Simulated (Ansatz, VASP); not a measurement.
## Y: VASP beside Ansatz

```
Y
1.0
     3.69955    0.00000    0.00000
    -1.84978    3.20390    0.00000
     0.00000    0.00000    5.82303
Y
2
Direct
  0.33333 0.66667 0.25000
  0.66667 0.33333 0.75000
```

Change from the starting cell: volume scaled by 1.04.

Alike in both runs: task single point; functional PBE; k mesh 12 × 12 × 7; occupations fermi-dirac, width 0.08 eV; no spin polarisation.

|  | VASP | Ansatz |
| --- | --- | --- |
| version | VASP 6.6.1 | Ansatz 0.2.0 |
| potentials or method | VASP PAW PBE potentials, release 64 (Y_sv), cutoff 520 eV | all-electron LAPW, scalar-relativistic |

|  | VASP | Ansatz | Ansatz less VASP |
| --- | --- | --- | --- |
| pressure (GPa) | -1.9 | -1.8 | +0.09 |
| traceless stress, the component that is largest in VASP (GPa) | -0.34 | -0.34 | -0.002 |

Ansatz ran all-electron here, and VASP with PAW potentials.
